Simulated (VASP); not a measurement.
# Ir in VASP: a series of runs

Ir is run at these levels: PBE+D3(BJ); tasks: single point, relaxation of the atoms.

All numbers are computed with VASP 6.6.1; they aren't measurements. Logs are shortened: lines on timing, memory, paths and dates and some standing lists are left out, and cuts for length are marked.

## (1) The cell of the first run

The cell holds a slab with vacuum, 3 atoms: a = 2.715 Å, b = 2.715 Å, c = 18.434 Å, α = 90.00°, β = 90.00°, γ = 120.00°.

## (2) Single point, PBE+D3(BJ)

INCAR reads:

```
SYSTEM = Ir
PREC = Accurate ; ENCUT = 520
EDIFF = 1E-6 ; ISMEAR = 0
SIGMA = 0.1 ; LREAL = .FALSE.
LASPH = .TRUE. ; NELM = 100
ALGO = Normal ; ISIF = 2
LWAVE = .FALSE. ; LCHARG = .TRUE.
LDIPOL = .TRUE. ; IDIPOL = 3
DIPOL = 0.5 0.5 0.497 ; GGA = PE
IVDW = 12 ; LELF = .TRUE.
LVHAR = .TRUE. ; LVACPOTAV = .TRUE.
NBANDS = 20
```

KPOINTS reads:

```
Automatic mesh
0
G
  12 12 1
  0 0 0
```

POSCAR reads:

```
Ir
1.0
    2.7154514959      0.0000000000      0.0000000000
   -1.3577257480      2.3516499782      0.0000000000
    0.0000000000      0.0000000000     18.4343137242
Ir
3
Direct
    0.6666666667      0.3333333333      0.3797266394
    0.3333333333      0.6666666667      0.4974559924
    0.0000000000      0.0000000000      0.6151763159
```

Potentials or basis: VASP PAW PBE potentials, release 64 (Ir).

Run with:

```
$ cat potpaw_PBE.64/Ir/POTCAR > POTCAR
$ mpirun -np 1 vasp_std > vasp.out
```

OUTCAR:

```text
SYSTEM = Ir
   PREC = Accurate
   ENCUT = 520
   EDIFF = 1E-6
   ISMEAR = 0
   LREAL = .FALSE.
   LASPH = .TRUE.
   NELM = 100
   ISIF = 2
   GGA = PE
   IVDW = 12
 IVDW          = 12

 ion  position               nearest neighbor table
   1  0.667  0.333  0.380-   2 2.68   2 2.68   2 2.68
   2  0.333  0.667  0.497-   3 2.68   3 2.68   3 2.68   1 2.68   1 2.68   1 2.68
   3  0.000  0.000  0.615-   2 2.68   2 2.68   2 2.68

  LATTYP: Found a hexagonal cell.
 ALAT       =     2.7154514959
 C/A-ratio  =     6.7886735418

  Lattice vectors:

 A1 = (   2.7154514959,   0.0000000000,   0.0000000000)
 A2 = (  -1.3577257480,   2.3516499782,   0.0000000000)
 A3 = (   0.0000000000,   0.0000000000,  18.4343137242)

Analysis of symmetry for initial positions (statically):
=====================================================================
 Subroutine PRICEL returns:
 Original cell was already a primitive cell.

 Routine SETGRP: Setting up the symmetry group for a
 hexagonal supercell.

 Subroutine GETGRP returns: Found 12 space group operations
 (whereof  6 operations were pure point group operations)
 out of a pool of 24 trial point group operations.

The static configuration has the point symmetry C_3v.
 The point group associated with its full space group is D_3d.

Analysis of symmetry for dynamics (positions and initial velocities):
=====================================================================
 Subroutine PRICEL returns:
 Original cell was already a primitive cell.

 Routine SETGRP: Setting up the symmetry group for a
 hexagonal supercell.

 Subroutine GETGRP returns: Found 12 space group operations
 (whereof  6 operations were pure point group operations)
 out of a pool of 24 trial point group operations.

The dynamic configuration has the point symmetry C_3v.
 The point group associated with its full space group is D_3d.

 Subroutine INISYM returns: Found 12 space group operations
 (whereof  6 operations are pure point group operations),
 and found     1 'primitive' translations

----------------------------------------------------------------------------------------

                                     Primitive cell

  volume of cell :     117.7177

  direct lattice vectors                    reciprocal lattice vectors
     2.715451496  0.000000000  0.000000000     0.368262884  0.212616675  0.000000000
    -1.357725748  2.351649978  0.000000000     0.000000000  0.425233351  0.000000000
     0.000000000  0.000000000 18.434313724     0.000000000  0.000000000  0.054246663

  length of vectors
     2.715451496  2.715451496 18.434313724     0.425233351  0.425233351  0.054246663

  position of ions in fractional coordinates (direct lattice)
     0.666666667  0.333333333  0.379726639
     0.333333333  0.666666667  0.497455992
     0.000000000  0.000000000  0.615176316

  ion indices of the primitive-cell ions
   primitive index   ion index
                 1           1
                 2           2
                 3           3

----------------------------------------------------------------------------------------

 KPOINTS: Automatic mesh

Automatic generation of k-mesh.
 Grid dimensions read from file:
 generate k-points for:   12   12    1

 Generating k-lattice:

  Cartesian coordinates                     Fractional coordinates (reciprocal lattice)
     0.030688574  0.017718056  0.000000000     0.083333333 -0.000000000  0.000000000
     0.000000000  0.035436113  0.000000000     0.000000000  0.083333333  0.000000000
     0.000000000  0.000000000  0.054246663     0.000000000  0.000000000  1.000000000

  Length of vectors
     0.035436113  0.035436113  0.054246663

  Shift w.r.t. Gamma in fractional coordinates (k-lattice)
     0.000000000  0.000000000  0.000000000

 Subroutine IBZKPT returns following result:
 ===========================================

 Found     19 irreducible k-points:

 Following reciprocal coordinates:
            Coordinates               Weight
  0.000000  0.000000  0.000000      1.000000
  0.083333  0.000000  0.000000      6.000000
  0.166667  0.000000  0.000000      6.000000
  0.250000  0.000000  0.000000      6.000000
  0.333333  0.000000  0.000000      6.000000
  0.416667  0.000000  0.000000      6.000000
[... 11 lines left out ...]
  0.333333  0.250000  0.000000     12.000000
  0.333333  0.333333  0.000000      2.000000
   k-points           NKPTS =     19   k-points in BZ     NKDIM =     19   number of bands    NBANDS=     20
   number of dos      NEDOS =    301   number of ions     NIONS =      3
   total plane-waves  NPLWV =  56000
   dimension x,y,z NGX =    20 NGY =   20 NGZ =  140
   dimension x,y,z NGXF=    40 NGYF=   40 NGZF=  280
   ions per type =               3
   NGX,Y,Z   is equivalent  to a cutoff of  12.24, 12.24, 12.63 a.u.
   NGXF,Y,Z  is equivalent  to a cutoff of  24.49, 24.49, 25.25 a.u.
 SYSTEM =  Ir
   PREC   = accura    normal or accurate (medium, high low for compatibility)
   ISTART =      0    job   : 0-new  1-cont  2-samecut
   ICHARG =      2    charge: 1-file 2-atom 10-const
   ISPIN  =      1    spin polarized calculation?
   LNONCOLLINEAR =      F non collinear calculations
   LSORBIT =      F    spin-orbit coupling
   LASPH  =      T    aspherical Exc in radial PAW
   ENCUT  =  520.0 eV  38.22 Ry    6.18 a.u.   5.05  5.05 34.28*2*pi/ulx,y,z
   NELM   =    100;   NELMIN=  2; NELMDL= -5     # of ELM steps
   EDIFF  = 0.1E-05   stopping-criterion for ELM
   LREAL  =      F    real-space projection
   EDIFFG = 0.1E-04   stopping-criterion for IOM
   NSW    =      0    number of steps for IOM
   IBRION =     -1    ionic relax: 0-MD 1-quasi-New 2-CG
   NFREE  =      0    steps in history (QN), initial steepest desc. (CG)
   ISIF   =      2    stress and relaxation
   ISYM   =      2    0-nonsym 1-usesym 2-fastsym
   POTIM  = 0.5000    time-step for ionic-motion
   TEBEG  =    0.0;   TEEND  =   0.0 temperature during run
   PSTRESS=    0.0 pullay stress
   NELECT =      27.0000    total number of electrons
   NUPDOWN=      -1.0000    fix difference up-down
   EMIN   =  10.00;   EMAX   =-10.00  energy-range for DOS
   EFERMI =   0.00;   METHOD = LEGACY
   ISMEAR =     0;   SIGMA  =   0.10  broadening in eV -4-tet -1-fermi 0-gaus
   EFERMI_NEDOS =   21; number of points for ismear=-14 and -15
   IALGO  =     38    algorithm
   IMIX   =      4    mixing-type and parameters
     AMIX     =   0.40;   BMIX     =  1.00
     AMIX_MAG =   1.60;   BMIX_MAG =  1.00
  volume/ion in A,a.u.               =      39.24       264.80
  Fermi-wavevector in a.u.,A,eV,Ry     =   1.002110  1.893714 13.663311  1.004225
  Thomas-Fermi vector in A             =   2.134576
   LORBIT       =      0    0 simple, 1 ext, 2 COOP (PROOUT), +10 PAW based schemes
   GGA     = PE    functional components
   LHFCALC =     F    Hartree Fock is set to
   AEXX    =    0.0000 exact exchange contribution
   IVDW    =    12    specifies the selected vdW correction
   LEPSILON=     F    determine dielectric tensor
   LRPA    =     F    only Hartree local field effects (RPA)
 non-spin polarized calculation
 Gauss-broadening in eV      SIGMA  =   0.10
  energy-cutoff  :      520.00
  volume of cell :      117.72
 maximum number of plane-waves:      3231
   NGX = 11   NGY = 11   NGZ = 69

 dipolmoment           0.000000      0.000000      0.000092 electrons x Angstroem

 number of electron      27.0000000 magnetization

 dipolmoment           0.000000      0.000000     -0.000526 electrons x Angstroem

 Free energy of the ion-electron system (eV)
  ---------------------------------------------------
  ext. energy  EPLUGINS =         0.00000000
  ---------------------------------------------------
  free energy    TOTEN  =       -24.71550358 eV

  energy without entropy =      -24.69537647  energy(sigma->0) =      -24.70544003

 E-fermi :   0.3126     XC(G=0):  -6.0794

 val. band max:        0.2704437776   @ k =   0.1667   0.1667   0.0000
 cond. band min:       0.3684612299   @ k =   0.3333   0.0000   0.0000
 fundamental gap:      0.0980174523
 Fermi energy:         0.3125667966

 k-point     1 :       0.0000    0.0000    0.0000
  band No.  band energies     occupation
      1      -9.9446      2.00000
      2      -7.8121      2.00000
      3      -7.5072      2.00000
      4      -3.5593      2.00000
      5      -3.5593      2.00000
      6      -3.4618      2.00000
[... 12 lines left out ...]
     19       1.0409      0.00000
     20       5.2499      0.00000

 k-point     2 :       0.0833    0.0000    0.0000
  band No.  band energies     occupation
      1      -9.6775      2.00000
      2      -7.5433      2.00000
      3      -7.2465      2.00000
      4      -3.9025      2.00000
      5      -3.5416      2.00000
      6      -3.4655      2.00000
[... 12 lines left out ...]
     19       2.3163      0.00000
     20       5.4344      0.00000

 k-point     3 :       0.1667    0.0000    0.0000
  band No.  band energies     occupation
      1      -8.9446      2.00000
      2      -6.8701      2.00000
      3      -6.5714      2.00000
      4      -4.4959      2.00000
      5      -4.1046      2.00000
      6      -3.5547      2.00000
[... 12 lines left out ...]
     19       3.8256      0.00000
     20       5.9746      0.00000

 k-point     4 :       0.2500    0.0000    0.0000
  band No.  band energies     occupation
      1      -8.0021      2.00000
      2      -6.3997      2.00000
      3      -5.9684      2.00000
      4      -4.9756      2.00000
      5      -4.5068      2.00000
      6      -3.4308      2.00000
[... 314 lines left out ...]
 k-point    18 :       0.3333    0.2500    0.0000
  band No.  band energies     occupation
      1      -6.0407      2.00000
      2      -5.8126      2.00000
      3      -5.3804      2.00000
      4      -5.0722      2.00000
      5      -4.4124      2.00000
      6      -3.8931      2.00000
[... 12 lines left out ...]
     19       7.4649      0.00000
     20       7.9796      0.00000

 k-point    19 :       0.3333    0.3333    0.0000
  band No.  band energies     occupation
      1      -5.5914      2.00000
      2      -5.5868      2.00000
      3      -5.5762      2.00000
      4      -4.7938      2.00000
      5      -4.7922      2.00000
      6      -3.3847      2.00000
[... 12 lines left out ...]
     19       8.3323      0.00000
     20       8.3330      0.00000

------------------------ aborting loop because EDIFF is reached ----------------------------------------

 Edisp (eV)   -1.45584

 E8    (eV) :    -0.7102

  FORCE on cell =-STRESS in cart. coord.  units (eV):
  Direction    XX          YY          ZZ          XY          YZ          ZX
  --------------------------------------------------------------------------------------
  -------------------------------------------------------------------------------------
  Total      -2.74124    -2.74124     0.14419     0.00000     0.00000    -0.00000
  in kB     -37.30925   -37.30925     1.96242     0.00000     0.00000    -0.00000
  external pressure =      -24.22 kB  Pullay stress =        0.00 kB

 VOLUME and BASIS-vectors are now :
 -----------------------------------------------------------------------------
  energy-cutoff  :      520.00
  volume of cell :      117.72
      direct lattice vectors                 reciprocal lattice vectors
     2.715451496  0.000000000  0.000000000     0.368262884  0.212616675  0.000000000
    -1.357725748  2.351649978  0.000000000     0.000000000  0.425233351  0.000000000
     0.000000000  0.000000000 18.434313724     0.000000000  0.000000000  0.054246663

 POSITION                                       TOTAL-FORCE (eV/Angst)
 -----------------------------------------------------------------------------------
      1.35773      0.78388      7.00000        -0.000000     -0.000000     -0.043519
     -0.00000      1.56777      9.17026         0.000000      0.000000      0.000000
      0.00000      0.00000     11.34035         0.000000      0.000000      0.043519
 -----------------------------------------------------------------------------------
    total drift:                                0.000000     -0.000000     -0.066104

  FREE ENERGIE OF THE ION-ELECTRON SYSTEM (eV)
  ---------------------------------------------------
  free  energy   TOTEN  =       -26.1713410345 eV

  energy  without entropy=      -26.1512139154  energy(sigma->0) =      -26.16127747

 vacuum level on the upper side and lower side of the slab         5.644         5.659
```

Run time: 50 s. Hardware: 1 thread of AMD EPYC 7R13 (Zen 3), shared host; peak memory 0.21 GiB.

What came out:

```
Free energy                : -26.1713 eV
Largest force              : 0.044 eV/Å
Band gap on the k mesh     : zero (an odd number of electrons rules out a gap without spin polarisation)
Dispersion energy per atom : -0.485 eV
```

Forces on the atoms (eV/Å):
```
Ir   0.000  0.000 -0.044
Ir   0.000  0.000  0.000
Ir   0.000  0.000  0.044
```

Levels at points of the mesh, in eV from the Fermi level:
```csv
k point,band 10,band 11,band 12,band 13,band 14,band 15,band 16,band 17
"(0.00, 0.00, 0.00)",-2.90,-2.90,-1.17,-1.12,-1.12,-0.34,-0.34,0.31
"(0.50, 0.00, 0.00)",-1.17,0.37,0.53,0.93,1.00,1.54,1.62,3.22
```

Caveat: spin-orbit coupling is left out, which moves the levels of the heavy elements.

## (3) Relaxation of the atoms, PBE+D3(BJ)

INCAR reads:

```
SYSTEM = Ir
PREC = Accurate
ENCUT = 520
EDIFF = 1E-6
ISMEAR = 0
SIGMA = 0.1
LREAL = .FALSE.
LASPH = .TRUE.
NELM = 100
ALGO = Normal
ISIF = 2
LWAVE = .FALSE.
LCHARG = .FALSE.
LDIPOL = .TRUE.
IDIPOL = 3
DIPOL = 0.5 0.5 0.500
GGA = PE
IVDW = 12
IBRION = 2
NSW = 70
EDIFFG = -0.03
```

KPOINTS reads:

```
regular mesh
0
G
  12 12 1
  0 0 0
```

POSCAR reads:

```
Ir
1.0
    2.7154514959      0.0000000000      0.0000000000
   -1.3577257480      2.3516499782      0.0000000000
    0.0000000000      0.0000000000     18.4343137242
Ir
3
Selective dynamics
Direct
    0.6666666667      0.3333333333      0.3797266394  F F F
    0.3333333333      0.6666666667      0.5000000000  T T T
    0.0000000000      0.0000000000      0.6202733606  T T T
```

Potentials or basis: VASP PAW PBE potentials, release 64 (Ir).

Run with:

```
$ cat potpaw_PBE.64/Ir/POTCAR > POTCAR
$ mpirun -np 1 vasp_std > vasp.out
```

It took 2.8 min on 1 thread of AMD EPYC 7R13 (Zen 3), shared host; peak memory 0.22 GiB.

Results (log left out):

```
Free energy                : -26.1714 eV
Energy gained by relaxing  : 7.6 meV/atom
Ionic steps                : 7
Band gap on the k mesh     : zero (an odd number of electrons rules out a gap without spin polarisation)
Dispersion energy per atom : -0.485 eV
```

Step by step:
| step | energy change (eV) | largest force on free atoms (eV/Å) | pressure (GPa) |
| --- | --- | --- | --- |
| 1 | 0.0000 | 0.5078 | -4.33 |
| 2 | -0.0096 | 0.2647 | -3.86 |
| 3 | -0.0129 | 0.4293 | -3.38 |
| 4 | -0.0198 | 0.2273 | -3.05 |
| 5 | -0.0228 | 0.0347 | -2.66 |
| 6 | -0.0229 | 0.0361 | -2.64 |
| 7 | -0.0229 | 0.0054 | -2.56 |

Final structure:
```yaml
crystal:
  lattice:
    - [2.71545, 0.00000, 0.00000]
    - [-1.35773, 2.35165, 0.00000]
    - [0.00000, 0.00000, 18.43431]
  atoms:
    - { symbol: Ir, position: [0.66667, 0.33333, 0.37973] }
    - { symbol: Ir, position: [0.33333, 0.66667, 0.49763] }
    - { symbol: Ir, position: [0.00000, 0.00000, 0.61551] }
```

Levels at points of the mesh, in eV from the Fermi level:
| k point | band 10 | band 11 | band 12 | band 13 | band 14 | band 15 | band 16 | band 17 |
| --- | --- | --- | --- | --- | --- | --- | --- | --- |
| (0.00, 0.00, 0.00) | -2.90 | -2.90 | -1.17 | -1.12 | -1.12 | -0.34 | -0.34 | 0.31 |
| (0.50, 0.00, 0.00) | -1.17 | 0.37 | 0.52 | 0.93 | 1.00 | 1.54 | 1.62 | 3.22 |

Caveat: spin-orbit coupling is left out, which moves the levels of the heavy elements.

The gap in the log of VASP goes by the Fermi energy; the results here count the filled bands.